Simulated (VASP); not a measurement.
# AlIn2As3 (P6_3mc) in VASP: further runs

Runs on AlIn2As3. Level: PBE. Tasks: single point, relaxation of cell and atoms.

Everything below comes from runs of VASP 6.6.1. Logs are shortened: lines on timing, memory, paths and dates and some standing lists are left out, and cuts for length are marked.

### Step 1. The cell of the first run

It takes space group P6_3mc (No. 186, hexagonal). Conventional cell: a = 4.252 Å, b = 4.252 Å, c = 21.020 Å, α = 90.00°, β = 90.00°, γ = 120.00°. Within 3.3 Å of Al (site symmetry 3m) lie 4 As at 2.49 to 2.56 Å. In (site symmetry 3m) has 4 As at 2.64 to 2.68 Å within 3.5 Å. In (site symmetry 3m) has 4 As at 2.64 to 2.67 Å within 3.5 Å. Within 3.4 Å of As (site symmetry 3m) lie 3 Al at 2.56 Å and 1 In at 2.68 Å. Within 3.5 Å of As (site symmetry 3m) lie 4 In at 2.64 to 2.67 Å. As (site symmetry 3m) has 1 Al at 2.49 Å and 3 In at 2.64 Å within 3.3 Å.

### Step 2. Single point, PBE

The input, INCAR:

```
PREC = Accurate ; ENCUT = 520
EDIFF = 1E-7 ; ISMEAR = 0
SIGMA = 0.1 ; LREAL = F
LASPH = T ; NELM = 80
ALGO = Normal ; ISIF = 2
LWAVE = F ; LCHARG = F
GGA = PE ; NBANDS = 56
```

The input, KPOINTS:

```
regular mesh
0
Gamma
  6 6 1
```

The input, POSCAR:

```
AlIn2As3
1.0
    4.2515236803      0.0000000000      0.0000000000
   -2.1257618402      3.6819275119      0.0000000000
    0.0000000000      0.0000000000     21.0196890367
Al In As
2 4 6
Direct
    0.3333333333      0.6666666667      0.6666420937
    0.6666666667      0.3333333333      0.1666420937
    0.3333333333      0.6666666667      0.0039605110
    0.3333333333      0.6666666667      0.3309997667
    0.6666666667      0.3333333333      0.5039605110
    0.6666666667      0.3333333333      0.8309997667
    0.3333333333      0.6666666667      0.1315962310
    0.3333333333      0.6666666667      0.4578751823
    0.3333333333      0.6666666667      0.7849262253
    0.6666666667      0.3333333333      0.2849262253
    0.6666666667      0.3333333333      0.6315962310
    0.6666666667      0.3333333333      0.9578751823
```

Potentials or basis: VASP PAW PBE potentials, release 64 (Al, In_d, As).

The run is started by

```sh
cat potpaw_PBE.64/Al/POTCAR potpaw_PBE.64/In_d/POTCAR potpaw_PBE.64/As/POTCAR > POTCAR
mpirun -np 1 vasp_std > vasp.out
```

OUTCAR:

```text
PREC = Accurate
   ENCUT = 520
   EDIFF = 1E-7
   ISMEAR = 0
   LREAL = F
   LASPH = T
   NELM = 80
   ISIF = 2
   GGA = PE

 ion  position               nearest neighbor table
   1  0.333  0.667  0.667-   9 2.49  11 2.56  11 2.56  11 2.56
   2  0.667  0.333  0.167-  10 2.49   7 2.56   7 2.56   7 2.56
   3  0.333  0.667  0.004-  12 2.64  12 2.64  12 2.64   7 2.68
   4  0.333  0.667  0.331-  10 2.64  10 2.64  10 2.64   8 2.67
   5  0.667  0.333  0.504-   8 2.64   8 2.64   8 2.64  11 2.68
   6  0.667  0.333  0.831-   9 2.64   9 2.64   9 2.64  12 2.67
   7  0.333  0.667  0.132-   2 2.56   2 2.56   2 2.56   3 2.68
   8  0.333  0.667  0.458-   5 2.64   5 2.64   5 2.64   4 2.67
   9  0.333  0.667  0.785-   1 2.49   6 2.64   6 2.64   6 2.64
  10  0.667  0.333  0.285-   2 2.49   4 2.64   4 2.64   4 2.64
  11  0.667  0.333  0.632-   1 2.56   1 2.56   1 2.56   5 2.68
  12  0.667  0.333  0.958-   3 2.64   3 2.64   3 2.64   6 2.67

  LATTYP: Found a hexagonal cell.
 ALAT       =     4.2515236803
 C/A-ratio  =     4.9440366836

  Lattice vectors:

 A1 = (   4.2515236803,   0.0000000000,   0.0000000000)
 A2 = (  -2.1257618402,   3.6819275119,   0.0000000000)
 A3 = (   0.0000000000,   0.0000000000,  21.0196890367)

Analysis of symmetry for initial positions (statically):
=====================================================================
 Subroutine PRICEL returns:
 Original cell was already a primitive cell.

 Routine SETGRP: Setting up the symmetry group for a
 hexagonal supercell.

 Subroutine GETGRP returns: Found 12 space group operations
 (whereof  6 operations were pure point group operations)
 out of a pool of 24 trial point group operations.

The static configuration has the point symmetry C_3v.
 The point group associated with its full space group is C_6v.

Analysis of symmetry for dynamics (positions and initial velocities):
=====================================================================
 Subroutine PRICEL returns:
 Original cell was already a primitive cell.

 Routine SETGRP: Setting up the symmetry group for a
 hexagonal supercell.

 Subroutine GETGRP returns: Found 12 space group operations
 (whereof  6 operations were pure point group operations)
 out of a pool of 24 trial point group operations.

The dynamic configuration has the point symmetry C_3v.
 The point group associated with its full space group is C_6v.

 Subroutine INISYM returns: Found 12 space group operations
 (whereof  6 operations are pure point group operations),
 and found     1 'primitive' translations

----------------------------------------------------------------------------------------

                                     Primitive cell

  volume of cell :     329.0381

  direct lattice vectors                    reciprocal lattice vectors
     4.251523680  0.000000000  0.000000000     0.235209792  0.135798437  0.000000000
    -2.125761840  3.681927512  0.000000000     0.000000000  0.271596873  0.000000000
     0.000000000  0.000000000 21.019689037     0.000000000  0.000000000  0.047574443

  length of vectors
     4.251523680  4.251523680 21.019689037     0.271596873  0.271596873  0.047574443

  position of ions in fractional coordinates (direct lattice)
     0.333333333  0.666666667  0.666642094
     0.666666667  0.333333333  0.166642094
     0.333333333  0.666666667  0.003960511
     0.333333333  0.666666667  0.330999767
     0.666666667  0.333333333  0.503960511
     0.666666667  0.333333333  0.830999767
     0.333333333  0.666666667  0.131596231
     0.333333333  0.666666667  0.457875182
     0.333333333  0.666666667  0.784926225
     0.666666667  0.333333333  0.284926225
     0.666666667  0.333333333  0.631596231
     0.666666667  0.333333333  0.957875182

  ion indices of the primitive-cell ions
   primitive index   ion index
                 1           1
                 2           2
                 3           3
                 4           4
                 5           5
                 6           6
                 7           7
                 8           8
                 9           9
                10          10
                11          11
                12          12

----------------------------------------------------------------------------------------

 KPOINTS: regular mesh

Automatic generation of k-mesh.
 Grid dimensions read from file:
 generate k-points for:    6    6    1

 Generating k-lattice:

  Cartesian coordinates                     Fractional coordinates (reciprocal lattice)
     0.039201632  0.022633073  0.000000000     0.166666667  0.000000000  0.000000000
     0.000000000  0.045266146  0.000000000     0.000000000  0.166666667  0.000000000
     0.000000000  0.000000000  0.047574443     0.000000000  0.000000000  1.000000000

  Length of vectors
     0.045266146  0.045266146  0.047574443

  Shift w.r.t. Gamma in fractional coordinates (k-lattice)
     0.000000000  0.000000000  0.000000000

[... 39 lines left out ...]
   ISYM   =      2    0-nonsym 1-usesym 2-fastsym
   POTIM  = 0.5000    time-step for ionic-motion
   TEBEG  =    0.0;   TEEND  =   0.0 temperature during run
   PSTRESS=    0.0 pullay stress
   NELECT =      88.0000    total number of electrons
   NUPDOWN=      -1.0000    fix difference up-down
   EMIN   =  10.00;   EMAX   =-10.00  energy-range for DOS
   EFERMI =   0.00;   METHOD = LEGACY
   ISMEAR =     0;   SIGMA  =   0.10  broadening in eV -4-tet -1-fermi 0-gaus
   EFERMI_NEDOS =   21; number of points for ismear=-14 and -15
   IALGO  =     38    algorithm
   IMIX   =      4    mixing-type and parameters
     AMIX     =   0.40;   BMIX     =  1.00
     AMIX_MAG =   1.60;   BMIX_MAG =  1.00
  volume/ion in A,a.u.               =      27.42       185.04
  Fermi-wavevector in a.u.,A,eV,Ry     =   1.054760  1.993208 15.136737  1.112519
  Thomas-Fermi vector in A             =   2.189933
   LORBIT       =      0    0 simple, 1 ext, 2 COOP (PROOUT), +10 PAW based schemes
   GGA     = PE    functional components
   LHFCALC =     F    Hartree Fock is set to
   AEXX    =    0.0000 exact exchange contribution
   IVDW    =     0    specifies the selected vdW correction
   LEPSILON=     F    determine dielectric tensor
   LRPA    =     F    only Hartree local field effects (RPA)
 non-spin polarized calculation
 Gauss-broadening in eV      SIGMA  =   0.10
  energy-cutoff  :      520.00
  volume of cell :      329.04
 maximum number of plane-waves:      8940
 NGX is ok and might be reduce to    32
   NGX = 15   NGY = 15   NGZ = 79

 number of electron      88.0000023 magnetization

 Free energy of the ion-electron system (eV)
  ---------------------------------------------------
  ext. energy  EPLUGINS =         0.00000000
  ---------------------------------------------------
  free energy    TOTEN  =       -49.17942057 eV

  energy without entropy =      -49.17529188  energy(sigma->0) =      -49.17735623

 E-fermi :   4.0593     XC(G=0):  -8.8533

 val. band max:        4.0566653442   @ k =   0.0000   0.0000   0.0000
 cond. band min:       4.7794948043   @ k =   0.0000   0.0000   0.0000
 fundamental gap:      0.7228294601
 Fermi energy:         4.0592881958

 k-point     1 :       0.0000    0.0000    0.0000
  band No.  band energies     occupation
      1     -10.3969      2.00000
      2     -10.3965      2.00000
      3     -10.3434      2.00000
      4     -10.3431      2.00000
      5     -10.3275      2.00000
      6     -10.3275      2.00000
[... 48 lines left out ...]
     55       7.7787      0.00000
     56       7.9973      0.00000

 k-point     2 :       0.1667    0.0000    0.0000
  band No.  band energies     occupation
      1     -10.4145      2.00000
      2     -10.4143      2.00000
      3     -10.3659      2.00000
      4     -10.3644      2.00000
      5     -10.3230      2.00000
      6     -10.3208      2.00000
[... 288 lines left out ...]
  band No.  band energies     occupation
      1     -10.4573      2.00000
      2     -10.4573      2.00000
      3     -10.4451      2.00000
      4     -10.4451      2.00000
      5     -10.3015      2.00000
      6     -10.3014      2.00000
[... 48 lines left out ...]
     55       9.1884      0.00000
     56       9.2123      0.00000

------------------------ aborting loop because EDIFF is reached ----------------------------------------

  FORCE on cell =-STRESS in cart. coord.  units (eV):
  Direction    XX          YY          ZZ          XY          YZ          ZX
  --------------------------------------------------------------------------------------
  -------------------------------------------------------------------------------------
  Total        0.2584017      0.2584017      0.3579824     -0.0000000      0.0000000      0.0000000
  in kB        1.2582292      1.2582292      1.7431153     -0.0000000      0.0000000      0.0000000
  external PRESSURE =       1.4198579 kB  Pullay stress =       0.0000000 kB

 VOLUME and BASIS-vectors are now :
 -----------------------------------------------------------------------------
  energy-cutoff  :      520.00
  volume of cell :      329.04
      direct lattice vectors                 reciprocal lattice vectors
     4.251523680  0.000000000  0.000000000     0.235209792  0.135798437  0.000000000
    -2.125761840  3.681927512  0.000000000     0.000000000  0.271596873  0.000000000
     0.000000000  0.000000000 21.019689037     0.000000000  0.000000000  0.047574443

 POSITION                                       TOTAL-FORCE (eV/Angst)
 -----------------------------------------------------------------------------------
     -0.00000      2.45462     14.01261        -0.000000      0.000000      0.001005
      2.12576      1.22731      3.50276         0.000000     -0.000000      0.001005
     -0.00000      2.45462      0.08325        -0.000000      0.000000     -0.012807
     -0.00000      2.45462      6.95751         0.000000     -0.000000     -0.000919
      2.12576      1.22731     10.59309         0.000000      0.000000     -0.012807
      2.12576      1.22731     17.46736         0.000000      0.000000     -0.000919
     -0.00000      2.45462      2.76611        -0.000000      0.000000      0.005181
     -0.00000      2.45462      9.62439         0.000000      0.000000      0.004245
     -0.00000      2.45462     16.49891        -0.000000      0.000000      0.003295
      2.12576      1.22731      5.98906        -0.000000     -0.000000      0.003295
      2.12576      1.22731     13.27596        -0.000000     -0.000000      0.005181
      2.12576      1.22731     20.13424        -0.000000      0.000000      0.004245
 -----------------------------------------------------------------------------------
    total drift:                                0.000000     -0.000000     -0.001114

  FREE ENERGIE OF THE ION-ELECTRON SYSTEM (eV)
  ---------------------------------------------------
  free  energy   TOTEN  =       -49.1794205737 eV

  energy  without entropy=      -49.1752918806  energy(sigma->0) =      -49.17735623
```

It took 2.7 min on 1 thread of Intel Xeon 6975P-C, shared host; peak memory 0.47 GiB.

What came out:

* Free energy: -49.1794 eV
* Pressure: 0.1 GPa
* Largest force: 0.013 eV/Å

Forces in eV/Å, atoms in the order of the input:
```
Al   0.000  0.000  0.001
Al   0.000  0.000  0.001
In   0.000  0.000 -0.013
In   0.000  0.000 -0.001
In   0.000  0.000 -0.013
In   0.000  0.000 -0.001
As   0.000  0.000  0.005
As   0.000  0.000  0.004
As   0.000  0.000  0.003
As   0.000  0.000  0.003
As   0.000  0.000  0.005
As   0.000  0.000  0.004
```

Levels at points of the mesh, in eV from the Fermi level:
| k point | band 40 | band 41 | band 42 | band 43 | band 44 | band 45 | band 46 | band 47 | band 48 | band 49 |
| --- | --- | --- | --- | --- | --- | --- | --- | --- | --- | --- |
| (0.00, 0.00, 0.00) | -0.39 | -0.21 | -0.21 | -0.05 | -0.05 | 0.00 | 0.72 | 0.92 | 1.33 | 1.45 |
| (0.50, 0.00, 0.00) | -1.73 | -1.52 | -1.46 | -1.32 | -1.02 | 0.91 | 1.33 | 1.40 | 1.49 | 1.84 |

Caveat: spin-orbit coupling is left out, which moves the levels of the heavy elements.

### Step 3. Single point, PBE

This run uses another cell than the first one, of 23.04 Å³/atom, 0.840 times its volume.

The input, INCAR:

```
ALGO = Normal
EDIFF = 1E-7
ENCUT = 520
GGA = PE
ISIF = 2
ISMEAR = 0
LASPH = True
LCHARG = False
LREAL = False
LWAVE = False
NBANDS = 56
NELM = 100
PREC = Accurate
SIGMA = 0.1
```

The input, KPOINTS:

```
k-points
0
Gamma
  6 6 1
```

The input, POSCAR:

```
AlIn2As3
1.0
    4.0156520000      0.0000000000      0.0000000000
   -2.0078260000      3.4776566400      0.0000000000
    0.0000000000      0.0000000000     19.7987818600
Al In As
2 4 6
Direct
    0.3333333300      0.6666666700      0.6668943300
    0.6666666700      0.3333333300      0.1668943300
    0.3333333300      0.6666666700      0.0002276700
    0.3333333300      0.6666666700      0.3335610000
    0.6666666700      0.3333333300      0.5002276700
    0.6666666700      0.3333333300      0.8335610000
    0.3333333300      0.6666666700      0.1251056700
    0.3333333300      0.6666666700      0.4584390000
    0.3333333300      0.6666666700      0.7917723400
    0.6666666700      0.3333333300      0.2917723400
    0.6666666700      0.3333333300      0.6251056700
    0.6666666700      0.3333333300      0.9584390000
```

Potentials or basis: VASP PAW PBE potentials, release 64 (Al, In_d, As).

The run is started by

```sh
cat potpaw_PBE.64/Al/POTCAR potpaw_PBE.64/In_d/POTCAR potpaw_PBE.64/As/POTCAR > POTCAR
mpirun -np 1 vasp_std > vasp.out
```

It took 2.6 min on 1 thread of Intel Xeon 6975P-C, shared host; peak memory 0.39 GiB.

Results (log left out):

* Free energy: -46.6525 eV
* Pressure: 15.1 GPa
* Largest force: 1.736 eV/Å
* Band gap on the k mesh: 1.11 eV, direct

Forces on the atoms (eV/Å):
```
Al   0.000  0.000  0.142
Al   0.000  0.000  0.142
In   0.000  0.000  0.116
In   0.000  0.000 -0.027
In   0.000  0.000  0.116
In   0.000  0.000 -0.027
As   0.000  0.000  1.598
As   0.000  0.000 -0.093
As   0.000  0.000 -1.736
As   0.000  0.000 -1.736
As   0.000  0.000  1.598
As   0.000  0.000 -0.093
```

Stress tensor (GPa, compression positive):
```
15.18  0.00  0.00
 0.00 15.18  0.00
 0.00  0.00 14.98
```

Levels at points of the mesh, in eV from the valence-band top:
```csv
k point,band 41,band 42,band 43,band 44,band 45,band 46,band 47,band 48
"(0.00, 0.00, 0.00)",-0.23,-0.20,0.00,0.00,1.11,1.23,1.55,1.59
"(0.50, 0.00, 0.00)",-1.82,-1.79,-1.70,-1.26,1.21,1.45,1.52,1.58
```

Caveat: spin-orbit coupling is left out, which moves the levels of the heavy elements; forces of over 1 eV/Å act on the atoms, so gaps and moduli don't describe the material at rest.

### Step 4. Relaxation of cell and atoms, PBE

This run uses another cell than the first one, of 23.04 Å³/atom, 0.840 times its volume.

The input, INCAR:

```
PREC = Accurate
ENCUT = 600
EDIFF = 1E-6
ISMEAR = 0
SIGMA = 0.1
LREAL = False
LASPH = True
NELM = 80
ALGO = Normal
ISIF = 3
LWAVE = False
LCHARG = False
GGA = PE
IBRION = 2
NSW = 90
EDIFFG = -0.04
```

The input, KPOINTS:

```
regular mesh
0
Gamma
  6 6 1
```

POSCAR is that of step 3.

The run is started by

```sh
cat potpaw_PBE.64/Al/POTCAR potpaw_PBE.64/In_d/POTCAR potpaw_PBE.64/As/POTCAR > POTCAR
mpirun -np 1 vasp_std > vasp.out
```

It took 18 min on 1 thread of Intel Xeon 6975P-C, shared host; peak memory 0.51 GiB.

Results (log left out):

| Property | Result |
| --- | --- |
| Free energy | -49.1736 eV |
| Relaxed volume | 27.45 Å³/atom |
| Relaxed cell | a = 4.253 Å, b = 4.253 Å, c = 21.022 Å, α = 90.00°, β = 90.00°, γ = 120.00° |
| Space group after relaxing (to 0.05 Å) | P6_3mc (No. 186) |
| Energy gained by relaxing | 210.1 meV/atom |
| Ionic steps | 9 |
| Pressure after relaxing | 0.1 GPa |
| Largest force after relaxing | 0.017 eV/Å |

Forces in eV/Å, atoms in the order of the input:
```
Al   0.000  0.000  0.004
Al   0.000  0.000  0.004
In   0.000  0.000 -0.017
In   0.000  0.000  0.005
In   0.000  0.000 -0.017
In   0.000  0.000  0.005
As   0.000  0.000  0.010
As   0.000  0.000  0.010
As   0.000  0.000 -0.011
As   0.000  0.000 -0.011
As   0.000  0.000  0.010
As   0.000  0.000  0.010
```

The path:
```
step  energy change (eV)  largest force (eV/Å)  pressure (GPa)  volume (Å³)
   1              0.0000                1.7358           15.14       276.49
   2             -1.7333                0.3363           -4.84       373.06
   3             -2.3916                0.5636           -0.29       333.08
   4             -2.4498                0.3689           -0.16       331.80
   5             -2.5051                0.2991            0.24       328.67
   6             -2.5055                0.2994            0.20       328.93
   7             -2.5197                0.0854           -0.11       330.68
   8             -2.5201                0.0457           -0.16       331.02
   9             -2.5207                0.0174            0.09       329.35
```

Final structure:
```
CELL_PARAMETERS angstrom
4.25330 0.00000 0.00000
-2.12665 3.68346 0.00000
0.00000 0.00000 21.02229
ATOMIC_POSITIONS crystal
Al 0.33333 0.66667 0.66666
Al 0.66667 0.33333 0.16666
In 0.33333 0.66667 0.00395
In 0.33333 0.66667 0.33096
In 0.66667 0.33333 0.50395
In 0.66667 0.33333 0.83096
As 0.33333 0.66667 0.13158
As 0.33333 0.66667 0.45784
As 0.33333 0.66667 0.78500
As 0.66667 0.33333 0.28500
As 0.66667 0.33333 0.63158
As 0.66667 0.33333 0.95784
```

Levels at points of the mesh, in eV from the Fermi level:
```tsv
k point	band 42	band 43	band 44	band 45	band 46	band 47
(0.00, 0.00, 0.00)	-0.21	-0.04	-0.04	0.00	0.72	0.92
(0.50, 0.00, 0.00)	-1.46	-1.32	-1.02	0.91	1.33	1.40
```

Caveat: the volume moved by over 15 % at a fixed basis, so the end points are rough; spin-orbit coupling is left out, which moves the levels of the heavy elements.

### Step 5. The runs side by side

| task | cell | cutoff (eV) | pressure (GPa) | largest force (eV/Å) |
| --- | --- | --- | --- | --- |
| single point | a = 4.252, b = 4.252, c = 21.020 Å, angles 90.0, 90.0, 120.0°, 12 atoms | 520 | 0.1 | 0.01 |
| single point | a = 4.016, b = 4.016, c = 19.799 Å, angles 90.0, 90.0, 120.0°, 12 atoms | 520 | 15.1 | 1.74 |
| relaxation of cell and atoms | relaxed from a = 4.016, b = 4.016, c = 19.799 Å, angles 90.0, 90.0, 120.0°, 12 atoms | 600 | 0.1 | 0.02 |

Alike in all rows: level PBE; potentials or basis VASP PAW PBE potentials, release 64 (Al, In_d, As); no spin polarisation; k mesh 6 × 6 × 1; smearing gaussian 0.1 eV.

Caveats: spin-orbit coupling is left out, which moves the levels of the heavy elements; forces of over 1 eV/Å act on the atoms, so gaps and moduli don't describe the material at rest (some runs); the volume moved by over 15 % at a fixed basis, so the end points are rough (some runs).

Absolute energies hang on the potentials; compare differences alone.
